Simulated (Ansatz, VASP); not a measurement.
## One calculation of Sb6Au, two programs

The input INCAR:

```
  PREC = Accurate
  ENCUT = 520
  EDIFF = 1E-7
  ISMEAR = 0
  SIGMA = 0.1
  LREAL = False
  LASPH = True
  NELM = 100
  ALGO = Normal
  ISIF = 2
  LWAVE = False
  LCHARG = False
  GGA = PE
  NBANDS = 30
```

Contents of KPOINTS:

```
Automatic mesh
0
Gamma
  4 4 4
```

POSCAR

```
Sb6Au
1.0
    0.0000000000      5.5320817200      5.5320817200
    5.5320817200      0.0000000000      5.5320817200
    5.5320817200      5.5320817200      0.0000000000
Sb Au
6 1
Direct
    0.7500000000      0.2500000000      0.2500000000
    0.2500000000      0.7500000000      0.7500000000
    0.2500000000      0.7500000000      0.2500000000
    0.7500000000      0.2500000000      0.7500000000
    0.2500000000      0.2500000000      0.7500000000
    0.7500000000      0.7500000000      0.2500000000
    0.0000000000      0.0000000000      0.0000000000
```

Input for Ansatz:

```yaml
crystal:
  lattice:
    - [0.0, 5.53208172, 5.53208172]
    - [5.53208172, 0.0, 5.53208172]
    - [5.53208172, 5.53208172, 0.0]
  atoms:
    - { symbol: Sb, position: [0.75, 0.25, 0.25] }
    - { symbol: Sb, position: [0.25, 0.75, 0.75] }
    - { symbol: Sb, position: [0.25, 0.75, 0.25] }
    - { symbol: Sb, position: [0.75, 0.25, 0.75] }
    - { symbol: Sb, position: [0.25, 0.25, 0.75] }
    - { symbol: Sb, position: [0.75, 0.75, 0.25] }
    - { symbol: Au, position: [0.0, 0.0, 0.0] }
basis:
  ecutwfc: 420
kpoints:
  mp_grid: { grid: [4, 4, 4] }
hamiltonian:
  xc: pbe
scf:
  occupations: { method: gaussian, width: 0.1 }
  lower_state_search: "off"
output:
  forces: true
  stress: true
  eigenvalues: true
```

Change from the starting cell: ordered vacancies on the cation sites of rhenium trioxide (Fm-3m, No. 225).

Alike in both runs: task single point; functional PBE; k mesh 4 × 4 × 4; occupations gaussian, width 0.1 eV; no spin polarisation.

|  | VASP | Ansatz |
| --- | --- | --- |
| version | VASP 6.6.1 | Ansatz 0.2.0 |
| potentials or method | VASP PAW PBE potentials, release 64 (Sb, Au), cutoff 520 eV | scalar-relativistic, plane waves, PAW |
| valence electrons in the cell | 41 | 109 |

|  | VASP | Ansatz | Ansatz less VASP |
| --- | --- | --- | --- |
| gap on the k mesh at the Fermi level (eV) | none | none | - |
| pressure (GPa) | -4.7 | -4.6 | +0.06 |

A gap of «none» marks a metal or a gap that the smearing closes. With one functional, cell and mesh, what is left measures potentials, basis and numerics. VASP's potentials hold 41 valence electrons a cell and Ansatz's 109, so a difference there can come from the potentials and not from the codes.

Neither program's run includes spin-orbit coupling.
